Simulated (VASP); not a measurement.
# B2Ru3 (P6_3/mmc) in VASP: notebook, part 2 of 2

VASP 6.6.1. The steps go on from the part before.

## 4. Relaxation of cell and atoms, PBE

This run uses another cell than the first one, of 10.43 Å³/atom.

File INCAR:

```
SYSTEM = B2Ru3
PREC     = Accurate       ! precision mode
ENCUT    = 600            ! plane-wave cutoff, eV
EDIFF    = 1E-7           ! SCF threshold, eV
ISMEAR   = 0              ! smearing method
SIGMA    = 0.2            ! smearing width, eV
LREAL    = .FALSE.        ! projectors in reciprocal space
LASPH    = .TRUE.         ! aspherical terms in the spheres
NELM     = 60             ! most SCF steps
ALGO     = Fast           ! electronic algorithm
ISIF     = 3              ! what is computed and relaxed
LWAVE    = .FALSE.        ! write WAVECAR
LCHARG   = .FALSE.        ! write CHGCAR
GGA      = PE             ! functional
IBRION   = 2              ! ionic algorithm
NSW      = 36             ! ionic steps
EDIFFG   = -0.08          ! ionic threshold
```

File KPOINTS:

```
regular mesh
0
G
  6 6 2
  0 0 0
```

File POSCAR:

```
B2Ru3
1.0
    3.0108848800      0.0000000000      0.0000000000
   -1.5054424400      2.6075027900      0.0000000000
    0.0000000000      0.0000000000     13.2790485200
B Ru
4 6
Direct
    0.3333333300      0.6666666700      0.1398500100
    0.6666666700      0.3333333300      0.6398500100
    0.3333333300      0.6666666700      0.3601499900
    0.6666666700      0.3333333300      0.8601499900
    0.3333333300      0.6666666700      0.9721999800
    0.6666666700      0.3333333300      0.4721999800
    0.3333333300      0.6666666700      0.5278000200
    0.6666666700      0.3333333300      0.0278000200
    0.3333333300      0.6666666700      0.7500000000
    0.6666666700      0.3333333300      0.2500000000
```

Potentials or basis: VASP PAW PBE potentials, release 64 (B, Ru_pv).

On the command line:

```sh
$ cat potpaw_PBE.64/B/POTCAR potpaw_PBE.64/Ru_pv/POTCAR > POTCAR
$ mpirun -np 1 vasp_std > vasp.out
```

OUTCAR:

```text
SYSTEM = B2Ru3
   PREC = Accurate
   ENCUT = 600
   EDIFF = 1E-7
   ISMEAR = 0
   LREAL = .FALSE.
   LASPH = .TRUE.
   NELM = 60
   ISIF = 3
   GGA = PE
   IBRION = 2
   NSW = 36
   EDIFFG = -0.08

 ion  position               nearest neighbor table
   1  0.333  0.667  0.140-   5 2.23  10 2.27  10 2.27  10 2.27   8 2.29   8 2.29   8 2.29
   2  0.667  0.333  0.640-   6 2.23   9 2.27   9 2.27   9 2.27   7 2.29   7 2.29   7 2.29
   3  0.333  0.667  0.360-   7 2.23  10 2.27  10 2.27  10 2.27   6 2.29   6 2.29   6 2.29
   4  0.667  0.333  0.860-   8 2.23   9 2.27   9 2.27   9 2.27   5 2.29   5 2.29   5 2.29
   5  0.333  0.667  0.972-   8 1.89   8 1.89   8 1.89   1 2.23   4 2.29   4 2.29   4 2.29   9 2.95
[... 7 lines left out ...]
   9  0.333  0.667  0.750-   2 2.27   4 2.27   2 2.27   4 2.27   2 2.27   4 2.27   5 2.95   7 2.95

  10  0.667  0.333  0.250-   1 2.27   3 2.27   1 2.27   3 2.27   1 2.27   3 2.27   6 2.95   8 2.95

  LATTYP: Found a hexagonal cell.
 ALAT       =     3.0108848800
 C/A-ratio  =     4.4103474723

[... 1133 lines left out ...]
  in kB     -358.3847260   -358.3847246   -301.4764589      0.0000000      0.0000000     -0.0000000
  external PRESSURE =    -339.4153031 kB  Pullay stress =       0.0000000 kB
[... 875 lines left out ...]
     56      10.4048      0.00000
     57      10.9002      0.00000

[... ionic steps 4 to 18 ...]

--------------------------------------- Ionic step       19  -------------------------------------------

 number of electron      96.0000024 magnetization

------------------------ aborting loop because EDIFF is reached ----------------------------------------
[... 83 lines left out ...]
--------------------------------------- Ionic step       21  -------------------------------------------

 number of electron      96.0000016 magnetization

 Free energy of the ion-electron system (eV)
  ---------------------------------------------------
  ext. energy  EPLUGINS =         0.00000000
  ---------------------------------------------------
  free energy    TOTEN  =       -84.47007537 eV

  energy without entropy =      -84.36191122  energy(sigma->0) =      -84.41599329

 E-fermi :  11.2161     XC(G=0): -13.5558

 val. band max:       11.1833980584   @ k =   0.3333   0.0000   0.0000
 cond. band min:      11.3567611047   @ k =   0.1667   0.1667   0.0000
 fundamental gap:      0.1733630463
 Fermi energy:        11.2160864573
[... 875 lines left out ...]
  FREE ENERGIE OF THE ION-ELECTRON SYSTEM (eV)
  ---------------------------------------------------
  free  energy   TOTEN  =       -84.4700753662 eV

  energy  without entropy=      -84.3619112165  energy(sigma->0) =      -84.41599329

 reached required accuracy - stopping structural energy minimisation
```

Run time: 22 min. Hardware: 1 thread of Intel Xeon 6975P-C (Granite Rapids), shared host; peak memory 0.3 GiB.

What came out:

```
Free energy                           : -84.4701 eV
Relaxed volume                        : 10.98 Å³/atom
Relaxed cell                          : a = 2.855 Å, b = 2.855 Å, c = 15.550 Å, α = 90.00°, β = 90.00°, γ = 120.00°
Space group after relaxing (to 0.1 Å) : P6_3/mmc (No. 194)
Pressure after relaxing               : -0.4 GPa
Largest force after relaxing          : 0.066 eV/Å
Band gap on the k mesh                : zero (bands 48 and 49 overlap by 2.22 eV)
```

Forces in eV/Å, atoms in the order of the input:
```
B    0.000  0.000 -0.043
B    0.000  0.000 -0.043
B    0.000  0.000  0.043
B    0.000  0.000  0.043
Ru   0.000  0.000 -0.066
Ru   0.000  0.000 -0.066
Ru   0.000  0.000  0.066
Ru   0.000  0.000  0.066
Ru   0.000  0.000  0.000
Ru   0.000  0.000  0.000
```

Stress tensor (GPa, compression positive):
```
-0.45  0.00  0.00
 0.00 -0.45  0.00
 0.00  0.00 -0.33
```

Final structure:
```cif
data_structure
_symmetry_space_group_name_H-M 'P 1'
_symmetry_Int_Tables_number 1
_cell_length_a 2.8551
_cell_length_b 2.8551
_cell_length_c 15.5501
_cell_angle_alpha 90.000
_cell_angle_beta 90.000
_cell_angle_gamma 120.000
_cell_volume 109.77
loop_
_atom_site_label
_atom_site_type_symbol
_atom_site_fract_x
_atom_site_fract_y
_atom_site_fract_z
_atom_site_occupancy
B1 B 0.33333 0.66667 0.15707 1
B2 B 0.66667 0.33333 0.65707 1
B3 B 0.33333 0.66667 0.34293 1
B4 B 0.66667 0.33333 0.84293 1
Ru1 Ru 0.33333 0.66667 0.93195 1
Ru2 Ru 0.66667 0.33333 0.43195 1
Ru3 Ru 0.33333 0.66667 0.56805 1
Ru4 Ru 0.66667 0.33333 0.06805 1
Ru5 Ru 0.33333 0.66667 0.75000 1
Ru6 Ru 0.66667 0.33333 0.25000 1
```

Caveat: the k points lie up to 0.42 Å⁻¹ apart in the final cell, too coarse for converged energies and pressures of a metal; a cell axis changed by over 15 % at a fixed basis, so the end point is rough; the relaxation stopped at a loose force limit of 0.08 eV/Å, so its end isn't a converged minimum.

## 5. Single point, PBE

This run uses another cell than the first one, of 10.95 Å³/atom.

File INCAR:

```
PREC = Accurate
ENCUT = 520
EDIFF = 1E-7
ISMEAR = 0
SIGMA = 0.1
LREAL = False
LASPH = True
NELM = 80
ALGO = Fast
ISIF = 2
LWAVE = False
LCHARG = False
GGA = PE
NBANDS = 59
```

File KPOINTS:

```
regular mesh
0
Gamma
  12 12 2
```

File POSCAR:

```
B2Ru3
1.0
    2.8449687727      0.0000000000      0.0000000000
   -1.4224843864      2.4638152301      0.0000000000
    0.0000000000      0.0000000000     15.6227439349
B Ru
4 6
Direct
    0.3333333333      0.6666666667      0.1567670882
    0.6666666667      0.3333333333      0.6567670882
    0.3333333333      0.6666666667      0.3432329118
    0.6666666667      0.3333333333      0.8432329118
    0.3333333333      0.6666666667      0.9314407466
    0.6666666667      0.3333333333      0.4314407466
    0.3333333333      0.6666666667      0.5685592534
    0.6666666667      0.3333333333      0.0685592534
    0.3333333333      0.6666666667      0.7500000000
    0.6666666667      0.3333333333      0.2500000000
```

On the command line:

```sh
$ cat potpaw_PBE.64/B/POTCAR potpaw_PBE.64/Ru_pv/POTCAR > POTCAR
$ mpirun -np 1 vasp_std > vasp.out
```

Wall time 2.4 min (1 thread of Intel Xeon 6975P-C (Granite Rapids), shared host); peak memory 0.35 GiB.

The run converged. Its results:

```
Free energy            : -84.5154 eV
Pressure               : 0.0 GPa
Largest force          : 0.018 eV/Å
Band gap on the k mesh : zero (bands 48 and 49 overlap by 2.45 eV)
```

Forces in eV/Å, atoms in the order of the input:
```
B    0.000  0.000  0.004
B    0.000  0.000  0.004
B    0.000  0.000 -0.004
B    0.000  0.000 -0.004
Ru   0.000  0.000  0.018
Ru   0.000  0.000  0.018
Ru   0.000  0.000 -0.018
Ru   0.000  0.000 -0.018
Ru   0.000  0.000  0.000
Ru   0.000  0.000  0.000
```

Levels at points of the mesh, in eV from the Fermi level:
```csv
k point,band 43,band 44,band 45,band 46,band 47,band 48,band 49,band 50,band 51,band 52
"(0.00, 0.00, 0.00)",-2.14,-1.95,-1.60,-1.60,-1.57,-1.57,-0.59,-0.59,-0.16,-0.16
"(0.50, 0.00, 0.00)",-0.65,-0.38,-0.21,-0.18,0.43,0.61,0.65,0.72,0.94,0.96
"(0.00, 0.00, 0.50)",-2.08,-2.08,-2.05,-2.05,-1.02,-1.02,-1.02,-1.02,0.12,0.12
"(0.50, 0.00, 0.50)",-0.74,-0.74,-0.22,-0.22,0.53,0.53,0.69,0.69,0.95,0.95
```

## 6. Summary

```csv
task,cell,k mesh,cutoff (eV),smearing,gap on the mesh (eV),pressure (GPa),largest force (eV/Å)
relaxation of shape and atoms at fixed volume,"relaxed from a = 2.904, b = 2.904, c = 15.897 Å, angles 90.0, 90.0, 120.0°, 10 atoms, atomic positions A",12 × 12 × 2,600,gaussian 0.1 eV,none,-15.2,0.01
single point,"a = 2.855, b = 2.855, c = 15.544 Å, angles 90.0, 90.0, 120.0°, 10 atoms, atomic positions B",6 × 6 × 2,520,gaussian 0.2 eV,none,-0.3,0.02
relaxation of cell and atoms,"relaxed from a = 3.011, b = 3.011, c = 13.279 Å, angles 90.0, 90.0, 120.0°, 10 atoms, atomic positions C",6 × 6 × 2,600,gaussian 0.2 eV,none,-0.4,0.07
single point,"a = 2.845, b = 2.845, c = 15.623 Å, angles 90.0, 90.0, 120.0°, 10 atoms, atomic positions D",12 × 12 × 2,520,gaussian 0.1 eV,none,0.0,0.02
```

Alike in all rows: level PBE; potentials or basis VASP PAW PBE potentials, release 64 (B, Ru_pv); no spin polarisation.

Caveats: some runs use coarse meshes; a cell axis changed by over 15 % at a fixed basis, so the end point is rough (at least some runs); the relaxation stopped at a loose force limit of 0.08 eV/Å, so its end isn't a converged minimum (at least some runs).

Absolute energies hang on the potentials; compare differences alone.

The gap in the log of VASP goes by the Fermi energy; the results here count the filled bands.